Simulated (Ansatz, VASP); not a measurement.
One calculation of AlCo, two programs

```
Al Co
1.0
     2.70663    0.00000    0.00000
     0.00000    2.70663    0.00000
     0.00000    0.00000    2.93218
Al Co
1 1
Direct
  0.00000 0.00000 0.00000
  0.50000 0.50000 0.50000
```

Change from the starting cell: strain -0.040 along x and y, +0.040 along z, atoms carried along.

Alike in both runs: task single point; functional PBEsol; k mesh 16 × 16 × 16; occupations gaussian, width 0.15 eV; no spin polarisation.

|  | VASP | Ansatz |
| --- | --- | --- |
| version | VASP 6.6.1 | Ansatz 0.2.0 |
| potentials or method | VASP PAW PBE potentials, release 64 (Al, Co), cutoff 520 eV | scalar-relativistic, plane waves, PAW |
| valence electrons in the cell | 12 | 20 |

Ansatz gave:

```
gap on the k mesh at the Fermi level (eV)                     : none
pressure (GPa)                                                : 10.7
traceless stress, the component that is largest in VASP (GPa) : -7.76
```

Problem. What did VASP give for the same quantities?

Solution. gap on the k mesh at the Fermi level (eV): none; pressure (GPa): 10.7; traceless stress, the component that is largest in VASP (GPa): -7.79.

VASP's potentials were made for PBE, not for PBEsol. A gap of «none» marks a metal or a gap that the smearing closes. VASP's potentials hold 12 valence electrons a cell and Ansatz's 20, so a difference there can come from the potentials and not from the codes.
